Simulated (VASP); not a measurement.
# TiGe (F-43m) in VASP: notebook

TiGe is run at these levels: PBE; tasks: single point, relaxation of cell and atoms.

Program: VASP 6.6.1. These are calculated values, not measurements. Logs are shortened: lines on timing, memory, paths and dates and some standing lists are left out, and cuts for length are marked.

### 1 The cell of the first run

Symmetry: F-43m, No. 216, cubic system. The conventional cell has a = 5.837 Å, b = 5.837 Å, c = 5.837 Å, α = 90.00°, β = 90.00°, γ = 90.00°. Within 3.3 Å of Ti (site symmetry -43m) lie 4 Ge at 2.53 Å. Ge (site symmetry -43m) has 4 Ti at 2.53 Å within 3.3 Å.

### 2 Single point, PBE

Contents of INCAR:

```
SYSTEM = TiGe
PREC = Accurate
ENCUT = 520
EDIFF = 1E-7
ISMEAR = 0
SIGMA = 0.1
LREAL = .False.
LASPH = .True.
NELM = 80
ALGO = Normal
ISIF = 2
LWAVE = .False.
LCHARG = .True.
GGA = PE
LELF = .True.
LVHAR = .True.
NBANDS = 20
```

Contents of KPOINTS:

```
Automatic mesh
0
Gamma
  6 6 6
  0 0 0
```

Contents of POSCAR:

```
TiGe
1.0
    0.0000000000      2.9184082731      2.9184082731
    2.9184082731      0.0000000000      2.9184082731
    2.9184082731      2.9184082731      0.0000000000
Ti Ge
1 1
Direct
    0.0000000000      0.0000000000      0.0000000000
    0.2500000000      0.2500000000      0.2500000000
```

Potentials or basis: VASP PAW PBE potentials, release 64 (Ti_sv, Ge_d).

The run is started by

```console
$ cat potpaw_PBE.64/Ti_sv/POTCAR potpaw_PBE.64/Ge_d/POTCAR > POTCAR
$ mpirun -np 1 vasp_std > vasp.out
```

OUTCAR:

```text
SYSTEM = TiGe
   PREC = Accurate
   ENCUT = 520
   EDIFF = 1E-7
   ISMEAR = 0
   LREAL = .False.
   LASPH = .True.
   NELM = 80
   ISIF = 2
   GGA = PE

 ion  position               nearest neighbor table
   1  0.000  0.000  0.000-   2 2.53   2 2.53   2 2.53   2 2.53
   2  0.250  0.250  0.250-   1 2.53   1 2.53   1 2.53   1 2.53

  LATTYP: Found a face centered cubic cell.
 ALAT       =     5.8368165462

  Lattice vectors:

 A1 = (   0.0000000000,   2.9184082731,   2.9184082731)
 A2 = (   2.9184082731,   0.0000000000,   2.9184082731)
 A3 = (   2.9184082731,   2.9184082731,   0.0000000000)

Analysis of symmetry for initial positions (statically):
=====================================================================
 Subroutine PRICEL returns:
 Original cell was already a primitive cell.

 Routine SETGRP: Setting up the symmetry group for a
 face centered cubic supercell.

 Subroutine GETGRP returns: Found 24 space group operations
 (whereof 24 operations were pure point group operations)
 out of a pool of 48 trial point group operations.

The static configuration has the point symmetry T_d .

Analysis of symmetry for dynamics (positions and initial velocities):
=====================================================================
 Subroutine PRICEL returns:
 Original cell was already a primitive cell.

 Routine SETGRP: Setting up the symmetry group for a
 face centered cubic supercell.

 Subroutine GETGRP returns: Found 24 space group operations
 (whereof 24 operations were pure point group operations)
 out of a pool of 48 trial point group operations.

The dynamic configuration has the point symmetry T_d .

 Subroutine INISYM returns: Found 24 space group operations
 (whereof 24 operations are pure point group operations),
 and found     1 'primitive' translations

----------------------------------------------------------------------------------------

                                     Primitive cell

  volume of cell :      49.7128

  direct lattice vectors                    reciprocal lattice vectors
     0.000000000  2.918408273  2.918408273    -0.171326269  0.171326269  0.171326269
     2.918408273  0.000000000  2.918408273     0.171326269 -0.171326269  0.171326269
     2.918408273  2.918408273  0.000000000     0.171326269  0.171326269 -0.171326269

  length of vectors
     4.127252560  4.127252560  4.127252560     0.296745802  0.296745802  0.296745802
[... 67 lines left out ...]
   LNONCOLLINEAR =      F non collinear calculations
   LSORBIT =      F    spin-orbit coupling
   LASPH  =      T    aspherical Exc in radial PAW
   ENCUT  =  520.0 eV  38.22 Ry    6.18 a.u.   7.67  7.67  7.67*2*pi/ulx,y,z
   NELM   =     80;   NELMIN=  2; NELMDL= -5     # of ELM steps
   EDIFF  = 0.1E-06   stopping-criterion for ELM
   LREAL  =      F    real-space projection
   EDIFFG = 0.1E-05   stopping-criterion for IOM
   NSW    =      0    number of steps for IOM
   IBRION =     -1    ionic relax: 0-MD 1-quasi-New 2-CG
   NFREE  =      0    steps in history (QN), initial steepest desc. (CG)
   ISIF   =      2    stress and relaxation
   ISYM   =      2    0-nonsym 1-usesym 2-fastsym
   POTIM  = 0.5000    time-step for ionic-motion
   TEBEG  =    0.0;   TEEND  =   0.0 temperature during run
   PSTRESS=    0.0 pullay stress
   NELECT =      26.0000    total number of electrons
   NUPDOWN=      -1.0000    fix difference up-down
   EMIN   =  10.00;   EMAX   =-10.00  energy-range for DOS
   EFERMI =   0.00;   METHOD = LEGACY
   ISMEAR =     0;   SIGMA  =   0.10  broadening in eV -4-tet -1-fermi 0-gaus
   EFERMI_NEDOS =   21; number of points for ismear=-14 and -15
   IALGO  =     38    algorithm
   IMIX   =      4    mixing-type and parameters
     AMIX     =   0.40;   BMIX     =  1.00
     AMIX_MAG =   1.60;   BMIX_MAG =  1.00
  volume/ion in A,a.u.               =      24.86       167.74
  Fermi-wavevector in a.u.,A,eV,Ry     =   1.318995  2.492540 23.670715  1.739748
  Thomas-Fermi vector in A             =   2.448925
   LORBIT       =      0    0 simple, 1 ext, 2 COOP (PROOUT), +10 PAW based schemes
   GGA     = PE    functional components
   LHFCALC =     F    Hartree Fock is set to
   AEXX    =    0.0000 exact exchange contribution
   IVDW    =     0    specifies the selected vdW correction
   LEPSILON=     F    determine dielectric tensor
   LRPA    =     F    only Hartree local field effects (RPA)
 non-spin polarized calculation
 Gauss-broadening in eV      SIGMA  =   0.10
  energy-cutoff  :      520.00
  volume of cell :       49.71
 maximum number of plane-waves:      1363
 NGX is ok and might be reduce to    32
   NGX = 15   NGY = 15   NGZ = 15

 number of electron      25.9999980 magnetization

 Free energy of the ion-electron system (eV)
  ---------------------------------------------------
  ext. energy  EPLUGINS =         0.00000000
  ---------------------------------------------------
  free energy    TOTEN  =       -11.51273722 eV

  energy without entropy =      -11.51167781  energy(sigma->0) =      -11.51220752

 E-fermi :   3.8073     XC(G=0):  -9.5530

 val. band max:        3.6975914682   @ k =   0.5000   0.5000   0.0000
 cond. band min:       3.9392746518   @ k =   0.5000   0.5000   0.0000
 fundamental gap:      0.2416831836
 Fermi energy:         3.8072581349

 k-point     1 :       0.0000    0.0000    0.0000
  band No.  band energies     occupation
      1     -53.3203      2.00000
      2     -29.5722      2.00000
      3     -29.5722      2.00000
      4     -29.5722      2.00000
      5     -19.2578      2.00000
      6     -19.2578      2.00000
[... 357 lines left out ...]
     19      10.9584      0.00000
     20      12.1535      0.00000

------------------------ aborting loop because EDIFF is reached ----------------------------------------

  FORCE on cell =-STRESS in cart. coord.  units (eV):
  Direction    XX          YY          ZZ          XY          YZ          ZX
  --------------------------------------------------------------------------------------
  -------------------------------------------------------------------------------------
  Total        0.0771407      0.0771407      0.0771407      0.0000000     -0.0000000     -0.0000000
  in kB        2.4861438      2.4861438      2.4861438      0.0000000     -0.0000000     -0.0000000
  external PRESSURE =       2.4861438 kB  Pullay stress =       0.0000000 kB

 VOLUME and BASIS-vectors are now :
 -----------------------------------------------------------------------------
  energy-cutoff  :      520.00
  volume of cell :       49.71
      direct lattice vectors                 reciprocal lattice vectors
     0.000000000  2.918408273  2.918408273    -0.171326269  0.171326269  0.171326269
     2.918408273  0.000000000  2.918408273     0.171326269 -0.171326269  0.171326269
     2.918408273  2.918408273  0.000000000     0.171326269  0.171326269 -0.171326269

 POSITION                                       TOTAL-FORCE (eV/Angst)
 -----------------------------------------------------------------------------------
      0.00000      0.00000      0.00000         0.000000      0.000000      0.000000
      1.45920      1.45920      1.45920        -0.000000     -0.000000     -0.000000
 -----------------------------------------------------------------------------------
    total drift:                                0.000000      0.000000      0.000000

  FREE ENERGIE OF THE ION-ELECTRON SYSTEM (eV)
  ---------------------------------------------------
  free  energy   TOTEN  =       -11.5127372247 eV

  energy  without entropy=      -11.5116778068  energy(sigma->0) =      -11.51220752
```

It took 15 s on 1 thread of Intel Xeon Platinum 8375C at 2.90GHz (Ice Lake), shared host; peak memory 0.18 GiB.

Results:

```
Free energy            : -11.5127 eV
Pressure               : 0.2 GPa
Band gap on the k mesh : 0.24 eV, direct
```

A k mesh can miss the band edges.

### 3 Relaxation of cell and atoms, PBE

This run uses another cell than the first one, of 20.58 Å³/atom, 0.828 times its volume.

Contents of INCAR:

```
PREC = Accurate
ENCUT = 600
EDIFF = 1E-7
ISMEAR = 0
SIGMA = 0.1
LREAL = False
LASPH = True
NELM = 80
ALGO = Normal
ISIF = 3
LWAVE = False
LCHARG = False
GGA = PE
IBRION = 2
NSW = 100
EDIFFG = -0.05
```

Contents of KPOINTS:

```
Automatic mesh
0
Gamma
  6 6 6
```

Contents of POSCAR:

```
TiGe
1.0
    0.0000000000      2.7404487041      2.7404487041
    2.7404487041      0.0000000000      2.7404487041
    2.7404487041      2.7404487041      0.0000000000
Ti Ge
1 1
Direct
    0.0000000000      0.0000000000      0.0000000000
    0.2500000000      0.2500000000      0.2500000000
```

Potentials or basis: VASP PAW PBE potentials, release 64 (Ti_sv, Ge_d).

The run is started by

```console
$ cat potpaw_PBE.64/Ti_sv/POTCAR potpaw_PBE.64/Ge_d/POTCAR > POTCAR
$ mpirun -np 1 vasp_std > vasp.out
```

Run time: 36 s. Hardware: 1 thread of Intel Xeon Platinum 8375C at 2.90GHz (Ice Lake), shared host; peak memory 0.19 GiB.

The run converged. Its results:

- Free energy: -11.5114 eV
- Relaxed volume: 24.95 Å³/atom
- Relaxed cell: a = 4.133 Å, b = 4.133 Å, c = 4.133 Å, α = 60.00°, β = 60.00°, γ = 60.00°
- Space group after relaxing (to 0.05 Å): F-43m (No. 216)
- Energy gained by relaxing: 196.5 meV/atom
- Ionic steps: 3
- Pressure after relaxing: 0.0 GPa
- Band gap on the k mesh: 0.25 eV, direct

Step by step:
| step | energy change (eV) | largest force (eV/Å) | pressure (GPa) | volume (Å³) |
| --- | --- | --- | --- | --- |
| 1 | 0.0000 | 0.0000 | 16.69 | 41.16 |
| 2 | -0.3002 | 0.0000 | -5.11 | 55.30 |
| 3 | -0.3930 | 0.0000 | 0.03 | 49.91 |

Final structure:
```
Ti Ge
1.0
     0.00000    2.92225    2.92225
     2.92225    0.00000    2.92225
     2.92225    2.92225    0.00000
Ti Ge
1 1
Direct
  0.00000 0.00000 0.00000
  0.25000 0.25000 0.25000
```

Levels at points of the mesh, in eV from the valence-band top:
```csv
k point,band 11,band 12,band 13,band 14,band 15,band 16
"(0.00, 0.00, 0.00)",-0.94,-0.94,-0.94,1.10,1.10,4.86
"(0.50, 0.00, 0.00)",-2.55,-0.67,-0.67,1.28,1.28,1.46
"(0.50, 0.50, 0.00)",-2.59,0.00,0.00,0.25,1.46,1.72
```

Caveat: the volume moved by over 15 % at a fixed basis, so the end points are rough. A k mesh can miss the band edges.
